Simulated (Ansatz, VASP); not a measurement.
# Tl in VASP and in Ansatz

```xyz
1
Lattice="-2.0405 2.0405 2.0405 2.0405 -2.0405 2.0405 2.0405 2.0405 -2.0405" Properties=species:S:1:pos:R:3 pbc="T T T"
Tl    0.0000    0.0000    0.0000
```

Alike in both runs: task single point; functional PBE; k mesh 18 × 18 × 18; occupations fermi-dirac, width 0.1 eV; no spin polarisation.

|  | VASP | Ansatz |
| --- | --- | --- |
| version | VASP 6.6.1 | Ansatz 0.2.0 |
| potentials or method | VASP PAW PBE potentials, release 64 (Tl_d), cutoff 520 eV | plane waves (420 eV) with PAW, scalar-relativistic |
| valence electrons in the cell | 13 | 13 |

```csv
,VASP,Ansatz,Ansatz less VASP
pressure (GPa),-1.7,-1.7,+0.05
```

The functional is the same, so the differences come from potentials, cutoffs and numerics.

Spin-orbit coupling is off throughout.
